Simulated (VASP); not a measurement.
# ScHBr2 (P4/mmm) in VASP: a series of runs

Runs on ScHBr2. Level: PBE. Tasks: single point.

Everything below comes from runs of VASP 6.6.1. Logs are shortened: lines on timing, memory, paths and dates and some standing lists are left out, and cuts for length are marked.

## (1) The cell of the first run

The structure is tetragonal, space group P4/mmm (No. 123). Conventional cell: a = 5.192 Å, b = 5.192 Å, c = 5.192 Å, α = 90.00°, β = 90.00°, γ = 90.00°. Sc (site symmetry 4/mmm) has 2 H at 2.60 Å and 4 Br at 2.60 Å within 3.4 Å. Within 3.4 Å of H (site symmetry 4/mmm) lie 2 Sc at 2.60 Å. Br (site symmetry mmm) has 2 Sc at 2.60 Å within 3.4 Å.

## (2) Single point, PBE

File INCAR:

```
ALGO = Normal
EDIFF = 1E-6
ENCUT = 520
GGA = PE
ISIF = 2
ISMEAR = 0
LASPH = T
LCHARG = F
LREAL = F
LWAVE = F
NBANDS = 21
NELM = 60
PREC = Accurate
SIGMA = 0.1
```

File KPOINTS:

```
k-points
0
Gamma
  4 4 4
```

File POSCAR:

```
ScHBr2
1.0
    5.1921264000      0.0000000000      0.0000000000
    0.0000000000      5.1921264000      0.0000000000
    0.0000000000      0.0000000000      5.1921264000
Sc H Br
1 1 2
Direct
    0.0000000000      0.0000000000      0.0000000000
    0.0000000000      0.0000000000      0.5000000000
    0.5000000000      0.0000000000      0.0000000000
    0.0000000000      0.5000000000      0.0000000000
```

Potentials or basis: VASP PAW PBE potentials, release 64 (Sc_sv, H, Br).

Started as:

```bash
cat potpaw_PBE.64/Sc_sv/POTCAR potpaw_PBE.64/H/POTCAR potpaw_PBE.64/Br/POTCAR > POTCAR
mpirun -np 1 vasp_std > vasp.out
```

OUTCAR:

```text
EDIFF = 1E-6
   ENCUT = 520
   GGA = PE
   ISIF = 2
   ISMEAR = 0
   LASPH = T
   LREAL = F
   NELM = 60
   PREC = Accurate

 ion  position               nearest neighbor table
   1  0.000  0.000  0.000-   3 2.60   4 2.60   4 2.60   3 2.60
   2  0.000  0.000  0.500-
   3  0.500  0.000  0.000-   1 2.60   1 2.60
   4  0.000  0.500  0.000-   1 2.60   1 2.60

  LATTYP: Found a simple cubic cell.
 ALAT       =     5.1921264000

  Lattice vectors:

 A1 = (   5.1921264000,   0.0000000000,   0.0000000000)
 A2 = (   0.0000000000,   5.1921264000,   0.0000000000)
 A3 = (   0.0000000000,   0.0000000000,   5.1921264000)

Analysis of symmetry for initial positions (statically):
=====================================================================
 Subroutine PRICEL returns:
 Original cell was already a primitive cell.

 Routine SETGRP: Setting up the symmetry group for a
 simple cubic supercell.

 Subroutine GETGRP returns: Found 16 space group operations
 (whereof 16 operations were pure point group operations)
 out of a pool of 48 trial point group operations.

The static configuration has the point symmetry D_4h.

Analysis of symmetry for dynamics (positions and initial velocities):
=====================================================================
 Subroutine PRICEL returns:
 Original cell was already a primitive cell.

 Routine SETGRP: Setting up the symmetry group for a
 simple cubic supercell.

 Subroutine GETGRP returns: Found 16 space group operations
 (whereof 16 operations were pure point group operations)
 out of a pool of 48 trial point group operations.

The dynamic configuration has the point symmetry D_4h.

 Subroutine INISYM returns: Found 16 space group operations
 (whereof 16 operations are pure point group operations),
 and found     1 'primitive' translations

----------------------------------------------------------------------------------------

                                     Primitive cell

  volume of cell :     139.9703

  direct lattice vectors                    reciprocal lattice vectors
     5.192126400  0.000000000  0.000000000     0.192599317  0.000000000  0.000000000
     0.000000000  5.192126400  0.000000000     0.000000000  0.192599317  0.000000000
     0.000000000  0.000000000  5.192126400     0.000000000  0.000000000  0.192599317

  length of vectors
     5.192126400  5.192126400  5.192126400     0.192599317  0.192599317  0.192599317

  position of ions in fractional coordinates (direct lattice)
     0.000000000  0.000000000  0.000000000
     0.000000000  0.000000000  0.500000000
     0.500000000  0.000000000  0.000000000
     0.000000000  0.500000000  0.000000000

  ion indices of the primitive-cell ions
   primitive index   ion index
                 1           1
                 2           2
                 3           3
                 4           4

----------------------------------------------------------------------------------------

 KPOINTS: k-points

Automatic generation of k-mesh.
 Grid dimensions read from file:
 generate k-points for:    4    4    4

 Generating k-lattice:

  Cartesian coordinates                     Fractional coordinates (reciprocal lattice)
     0.048149829  0.000000000  0.000000000     0.250000000  0.000000000  0.000000000
     0.000000000  0.048149829  0.000000000     0.000000000  0.250000000  0.000000000
     0.000000000  0.000000000  0.048149829     0.000000000  0.000000000  0.250000000

  Length of vectors
     0.048149829  0.048149829  0.048149829

  Shift w.r.t. Gamma in fractional coordinates (k-lattice)
     0.000000000  0.000000000  0.000000000

 Subroutine IBZKPT returns following result:
 ===========================================

 Found     18 irreducible k-points:

 Following reciprocal coordinates:
            Coordinates               Weight
  0.000000  0.000000  0.000000      1.000000
  0.250000  0.000000  0.000000      4.000000
  0.000000  0.000000  0.250000      2.000000
  0.500000  0.000000  0.000000      2.000000
  0.000000  0.000000  0.500000      1.000000
  0.250000  0.250000  0.000000      4.000000
[... 10 lines left out ...]
  0.250000  0.500000  0.500000      4.000000
  0.500000  0.500000  0.500000      1.000000
   k-points           NKPTS =     18   k-points in BZ     NKDIM =     18   number of bands    NBANDS=     21
   number of dos      NEDOS =    301   number of ions     NIONS =      4
   total plane-waves  NPLWV =  64000
   dimension x,y,z NGX =    40 NGY =   40 NGZ =   40
   dimension x,y,z NGXF=    80 NGYF=   80 NGZF=   80
   ions per type =               1   1   2
   NGX,Y,Z   is equivalent  to a cutoff of  12.81, 12.81, 12.81 a.u.
   NGXF,Y,Z  is equivalent  to a cutoff of  25.62, 25.62, 25.62 a.u.
 SYSTEM =  unknown system
   PREC   = accura    normal or accurate (medium, high low for compatibility)
   ISTART =      0    job   : 0-new  1-cont  2-samecut
   ICHARG =      2    charge: 1-file 2-atom 10-const
   ISPIN  =      1    spin polarized calculation?
   LNONCOLLINEAR =      F non collinear calculations
   LSORBIT =      F    spin-orbit coupling
   LASPH  =      T    aspherical Exc in radial PAW
   ENCUT  =  520.0 eV  38.22 Ry    6.18 a.u.   9.65  9.65  9.65*2*pi/ulx,y,z
   NELM   =     60;   NELMIN=  2; NELMDL= -5     # of ELM steps
   EDIFF  = 0.1E-05   stopping-criterion for ELM
   LREAL  =      F    real-space projection
   EDIFFG = 0.1E-04   stopping-criterion for IOM
   NSW    =      0    number of steps for IOM
   IBRION =     -1    ionic relax: 0-MD 1-quasi-New 2-CG
   NFREE  =      0    steps in history (QN), initial steepest desc. (CG)
   ISIF   =      2    stress and relaxation
   ISYM   =      2    0-nonsym 1-usesym 2-fastsym
   POTIM  = 0.5000    time-step for ionic-motion
   TEBEG  =    0.0;   TEEND  =   0.0 temperature during run
   PSTRESS=    0.0 pullay stress
   NELECT =      26.0000    total number of electrons
   NUPDOWN=      -1.0000    fix difference up-down
   EMIN   =  10.00;   EMAX   =-10.00  energy-range for DOS
   EFERMI =   0.00;   METHOD = LEGACY
   ISMEAR =     0;   SIGMA  =   0.10  broadening in eV -4-tet -1-fermi 0-gaus
   EFERMI_NEDOS =   21; number of points for ismear=-14 and -15
   IALGO  =     38    algorithm
   IMIX   =      4    mixing-type and parameters
     AMIX     =   0.40;   BMIX     =  1.00
[... 10 lines left out ...]
   LRPA    =     F    only Hartree local field effects (RPA)
 non-spin polarized calculation
 Gauss-broadening in eV      SIGMA  =   0.10
  energy-cutoff  :      520.00
  volume of cell :      139.97
 maximum number of plane-waves:      3840
 NGX is ok and might be reduce to    40

 number of electron      25.9999996 magnetization

 Free energy of the ion-electron system (eV)
  ---------------------------------------------------
  ext. energy  EPLUGINS =         0.00000000
  ---------------------------------------------------
  free energy    TOTEN  =       -16.25560142 eV

  energy without entropy =      -16.25560112  energy(sigma->0) =      -16.25560127

 E-fermi :  -0.5843     XC(G=0):  -6.6286

 val. band max:       -0.8797468438   @ k =   0.0000   0.0000   0.5000
 cond. band min:      -0.2713941325   @ k =   0.0000   0.0000   0.0000
 fundamental gap:      0.6083527113
 Fermi energy:        -0.5842658776

 k-point     1 :       0.0000    0.0000    0.0000
  band No.  band energies     occupation
      1     -51.7183      2.00000
      2     -30.3476      2.00000
      3     -30.3476      2.00000
      4     -30.1895      2.00000
      5     -16.1614      2.00000
      6     -15.6996      2.00000
[... 13 lines left out ...]
     20       5.1517      0.00000
     21       6.7449      0.00000

 k-point     2 :       0.2500    0.0000    0.0000
  band No.  band energies     occupation
      1     -51.7183      2.00000
      2     -30.3514      2.00000
      3     -30.3475      2.00000
      4     -30.1894      2.00000
      5     -16.0599      2.00000
      6     -15.7162      2.00000
[... 13 lines left out ...]
     20       5.6925      0.00000
     21       5.9572      0.00000

 k-point     3 :       0.0000    0.0000    0.2500
  band No.  band energies     occupation
      1     -51.7183      2.00000
      2     -30.3476      2.00000
      3     -30.3476      2.00000
      4     -30.1899      2.00000
      5     -16.1574      2.00000
      6     -15.6972      2.00000
[... 13 lines left out ...]
     20       4.6646      0.00000
     21       6.7922      0.00000

 k-point     4 :       0.5000    0.0000    0.0000
  band No.  band energies     occupation
      1     -51.7183      2.00000
      2     -30.3551      2.00000
      3     -30.3474      2.00000
      4     -30.1893      2.00000
      5     -15.9340      2.00000
      6     -15.7545      2.00000
[... 13 lines left out ...]
     20       5.2730      0.00000
     21       6.6070      0.00000

 k-point     5 :       0.0000    0.0000    0.5000
  band No.  band energies     occupation
      1     -51.7183      2.00000
      2     -30.3476      2.00000
      3     -30.3476      2.00000
      4     -30.1904      2.00000
      5     -16.1534      2.00000
      6     -15.6949      2.00000
[... 13 lines left out ...]
     20       5.2783      0.00000
     21       6.5088      0.00000

 k-point     6 :       0.2500    0.2500    0.0000
  band No.  band energies     occupation
      1     -51.7183      2.00000
      2     -30.3513      2.00000
      3     -30.3513      2.00000
      4     -30.1893      2.00000
      5     -15.9624      2.00000
      6     -15.7230      2.00000
[... 13 lines left out ...]
     20       5.3443      0.00000
     21       5.6496      0.00000

 k-point     7 :       0.0000    0.2500    0.2500
  band No.  band energies     occupation
      1     -51.7183      2.00000
      2     -30.3514      2.00000
      3     -30.3475      2.00000
      4     -30.1898      2.00000
      5     -16.0562      2.00000
      6     -15.7136      2.00000
[... 13 lines left out ...]
     20       4.9931      0.00000
     21       6.4665      0.00000
[... 147 lines left out ...]
      1     -51.7183      2.00000
      2     -30.3550      2.00000
      3     -30.3512      2.00000
      4     -30.1896      2.00000
      5     -15.8384      2.00000
      6     -15.7468      2.00000
[... 13 lines left out ...]
     20       5.4273      0.00000
     21       6.2321      0.00000

 k-point    15 :       0.2500    0.2500    0.5000
  band No.  band energies     occupation
      1     -51.7183      2.00000
      2     -30.3513      2.00000
      3     -30.3512      2.00000
      4     -30.1902      2.00000
      5     -15.9553      2.00000
      6     -15.7176      2.00000
[... 13 lines left out ...]
     20       5.3315      0.00000
     21       6.5385      0.00000

 k-point    16 :       0.5000    0.5000    0.2500
  band No.  band energies     occupation
      1     -51.7183      2.00000
      2     -30.3549      2.00000
      3     -30.3549      2.00000
      4     -30.1895      2.00000
      5     -15.7421      2.00000
      6     -15.7421      2.00000
[... 13 lines left out ...]
     20       5.0750      0.00000
     21       5.3754      0.00000

 k-point    17 :       0.2500    0.5000    0.5000
  band No.  band energies     occupation
      1     -51.7183      2.00000
      2     -30.3550      2.00000
      3     -30.3512      2.00000
      4     -30.1901      2.00000
      5     -15.8353      2.00000
      6     -15.7437      2.00000
[... 13 lines left out ...]
     20       6.1866      0.00000
     21       6.8642      0.00000

 k-point    18 :       0.5000    0.5000    0.5000
  band No.  band energies     occupation
      1     -51.7183      2.00000
      2     -30.3549      2.00000
      3     -30.3549      2.00000
      4     -30.1900      2.00000
      5     -15.7391      2.00000
      6     -15.7391      2.00000
[... 13 lines left out ...]
     20       5.8729      0.00000
     21       5.8729      0.00000

------------------------ aborting loop because EDIFF is reached ----------------------------------------

  FORCE on cell =-STRESS in cart. coord.  units (eV):
  Direction    XX          YY          ZZ          XY          YZ          ZX
  --------------------------------------------------------------------------------------
  -------------------------------------------------------------------------------------
  Total        0.8663147      0.8663147     -6.3196735      0.0000000     -0.0000000     -0.0000000
  in kB        9.9163197      9.9163197    -72.3384926      0.0000000     -0.0000000     -0.0000000
  external PRESSURE =     -17.5019511 kB  Pullay stress =       0.0000000 kB

 VOLUME and BASIS-vectors are now :
 -----------------------------------------------------------------------------
  energy-cutoff  :      520.00
  volume of cell :      139.97
      direct lattice vectors                 reciprocal lattice vectors
     5.192126400  0.000000000  0.000000000     0.192599317  0.000000000  0.000000000
     0.000000000  5.192126400  0.000000000     0.000000000  0.192599317  0.000000000
     0.000000000  0.000000000  5.192126400     0.000000000  0.000000000  0.192599317

 POSITION                                       TOTAL-FORCE (eV/Angst)
 -----------------------------------------------------------------------------------
      0.00000      0.00000      0.00000         0.000000      0.000000      0.000000
      0.00000      0.00000      2.59606         0.000000      0.000000      0.000000
      2.59606      0.00000      0.00000         0.000000      0.000000      0.000000
      0.00000      2.59606      0.00000         0.000000      0.000000      0.000000
 -----------------------------------------------------------------------------------
    total drift:                                0.000000      0.000000     -0.000000

  FREE ENERGIE OF THE ION-ELECTRON SYSTEM (eV)
  ---------------------------------------------------
  free  energy   TOTEN  =       -16.2556014188 eV

  energy  without entropy=      -16.2556011248  energy(sigma->0) =      -16.25560127
```

It took 19 s on 1 thread of Intel Xeon 6975P-C (Granite Rapids), shared host; peak memory 0.26 GiB.

What came out:

| Property | Result |
| --- | --- |
| Free energy | -16.2556 eV |
| Pressure | -1.8 GPa |
| Band gap on the k mesh | 0.61 eV (least direct gap 0.62 eV) |

Levels at points of the mesh, in eV from the valence-band top:
| k point | band 9 | band 10 | band 11 | band 12 | band 13 | band 14 | band 15 | band 16 | band 17 | band 18 |
| --- | --- | --- | --- | --- | --- | --- | --- | --- | --- | --- |
| (0.00, 0.00, 0.00) | -2.90 | -2.14 | -2.02 | -2.02 | -1.48 | 0.61 | 1.09 | 1.09 | 1.42 | 2.21 |
| (0.50, 0.00, 0.00) | -2.95 | -2.80 | -2.72 | -2.54 | -1.35 | 1.11 | 1.69 | 1.76 | 2.01 | 3.77 |
| (0.00, 0.00, 0.50) | -3.38 | -2.28 | -2.01 | -2.01 | 0.00 | 0.62 | 0.98 | 0.98 | 1.32 | 1.42 |
| (0.50, 0.50, 0.00) | -4.10 | -2.77 | -2.77 | -1.34 | -1.24 | 2.02 | 2.02 | 2.06 | 3.63 | 4.52 |
| (0.00, 0.50, 0.50) | -3.00 | -2.93 | -2.90 | -2.69 | -0.26 | 1.01 | 1.35 | 1.70 | 1.98 | 2.09 |
| (0.50, 0.50, 0.50) | -4.07 | -2.96 | -2.96 | -1.33 | -0.71 | 1.50 | 1.99 | 1.99 | 2.07 | 4.53 |

## (3) Single point, PBE

This run uses another cell than the first one, of 27.33 Å³/atom.

File INCAR:

```
  ALGO = Normal
  EDIFF = 1E-7
  ENCUT = 520
  GGA = PE
  ISIF = 2
  ISMEAR = 0
  LASPH = True
  LCHARG = False
  LREAL = False
  LWAVE = False
  NBANDS = 21
  NELM = 100
  PREC = Accurate
  SIGMA = 0.02
```

File KPOINTS:

```
k-points
0
Gamma
  6 6 6
```

File POSCAR:

```
ScHBr2
1.0
    5.2721404284      0.0000000000      0.0000000000
    0.0000000000      5.2721404284      0.0000000000
    0.0000000000      0.0000000000      3.9324663770
Sc H Br
1 1 2
Direct
    0.0000000000      0.0000000000      0.0000000000
    0.0000000000      0.0000000000      0.5000000000
    0.5000000000      0.0000000000      0.0000000000
    0.0000000000      0.5000000000      0.0000000000
```

Potentials or basis: VASP PAW PBE potentials, release 64 (Sc_sv, H, Br).

Started as:

```bash
cat potpaw_PBE.64/Sc_sv/POTCAR potpaw_PBE.64/H/POTCAR potpaw_PBE.64/Br/POTCAR > POTCAR
mpirun -np 1 vasp_std > vasp.out
```

Wall time 34 s (1 thread of Intel Xeon 6975P-C (Granite Rapids), shared host); peak memory 0.26 GiB.

It converged, with:

```
Free energy            : -17.4374 eV
Pressure               : 0.1 GPa
Band gap on the k mesh : 1.71 eV
```

Stress tensor (GPa, compression positive):
```
 0.09  0.00  0.00
 0.00  0.09  0.00
 0.00  0.00 -0.01
```

Levels at points of the mesh, in eV from the valence-band top:
```
           k point  band 10  band 11  band 12  band 13  band 14  band 15  band 16  band 17
(0.00, 0.00, 0.00)    -1.16    -1.09    -1.09    -0.63     1.73     2.49     2.49     2.51
(0.50, 0.00, 0.00)    -1.94    -1.77    -1.15    -0.90     2.50     2.75     2.85     3.22
(0.50, 0.50, 0.00)    -2.44    -1.14    -1.14    -0.44     3.11     3.22     3.22     5.39
(0.00, 0.00, 0.50)    -1.79    -0.94    -0.94     0.00     1.71     1.71     1.84     2.54
(0.50, 0.00, 0.50)    -2.51    -1.73    -1.52    -0.40     1.75     2.67     2.80     2.83
(0.50, 0.50, 0.50)    -2.47    -2.47    -1.28    -0.31     2.84     2.84     3.09     3.17
```

A k mesh can miss the band edges.

## (4) Single point, PBE

This run uses another cell than the first one: it holds 8 atoms, not 4.

File INCAR:

```
ALGO     = Normal         # electronic algorithm
EDIFF    = 1E-6           # SCF threshold, eV
ENCUT    = 520            # plane-wave cutoff, eV
GGA      = PE             # functional
ISIF     = 2              # what is computed and relaxed
ISMEAR   = 0              # smearing method
LASPH    = T              # aspherical terms in the spheres
LCHARG   = F              # write CHGCAR
LREAL    = F              # projectors in reciprocal space
LWAVE    = F              # write WAVECAR
NBANDS   = 36             # bands
NELM     = 100            # most SCF steps
PREC     = Accurate       # precision mode
SIGMA    = 0.1            # smearing width, eV
```

File KPOINTS:

```
k-points
0
Gamma
  4 4 2
```

File POSCAR:

```
ScHBr2
1.0
    5.2722309431      0.0000000000      0.0000000000
    0.0000000000      5.2722309431      0.0000000000
    0.0000000000      0.0000000000      7.8581406694
Sc H Br
2 2 4
Direct
    1.0000000000      1.0000000000      0.5000000000
    0.0000000000      0.0000000000      0.0000000000
    1.0000000000      0.0000000000      0.2500000000
    1.0000000000      0.0000000000      0.7500000000
    0.5000000000      1.0000000000      0.5000000000
    0.5000000000      0.0000000000      0.0000000000
    0.0000000000      0.5000000000      0.5000000000
    0.0000000000      0.5000000000      0.0000000000
```

Started as:

```bash
cat potpaw_PBE.64/Sc_sv/POTCAR potpaw_PBE.64/H/POTCAR potpaw_PBE.64/Br/POTCAR > POTCAR
mpirun -np 1 vasp_std > vasp.out
```

It took 57 s on 1 thread of Intel Xeon 6975P-C (Granite Rapids), shared host; peak memory 0.33 GiB.

It converged, with:

```
Free energy            : -34.8536 eV
Pressure               : 0.1 GPa
Band gap on the k mesh : 1.69 eV
```

Levels at points of the mesh, in eV from the valence-band top:
| k point | band 24 | band 25 | band 26 | band 27 | band 28 | band 29 |
| --- | --- | --- | --- | --- | --- | --- |
| (0.00, 0.00, 0.00) | -0.94 | -0.63 | 0.00 | 1.69 | 1.69 | 1.72 |
| (0.50, 0.00, 0.00) | -1.15 | -0.90 | -0.40 | 1.73 | 2.48 | 2.66 |
| (0.50, 0.50, 0.00) | -1.14 | -0.44 | -0.31 | 2.82 | 2.82 | 3.08 |
| (0.00, 0.00, 0.50) | -1.02 | -1.02 | -1.02 | 1.78 | 1.78 | 2.08 |
| (0.50, 0.00, 0.50) | -1.62 | -1.11 | -1.11 | 2.10 | 2.10 | 2.76 |
| (0.50, 0.50, 0.50) | -1.88 | -0.38 | -0.38 | 3.00 | 3.00 | 3.00 |

A k mesh can miss the band edges.

## (5) Summary

```tsv
cell	k mesh	smearing	gap on the mesh (eV)	pressure (GPa)
a = 5.192 Å, 4 atoms, atomic positions A	4 × 4 × 4	gaussian 0.1 eV	0.61	-1.8
a = 5.272, b = 5.272, c = 3.932 Å, 4 atoms, atomic positions A	6 × 6 × 6	gaussian 0.02 eV	1.71	0.1
a = 5.272, b = 5.272, c = 7.858 Å, 8 atoms, atomic positions B	4 × 4 × 2	gaussian 0.1 eV	1.69	0.1
```

Alike in all rows: task single point; level PBE; potentials or basis VASP PAW PBE potentials, release 64 (Sc_sv, H, Br); no spin polarisation; cutoff (eV) 520.

Absolute energies hang on the potentials; compare differences alone.
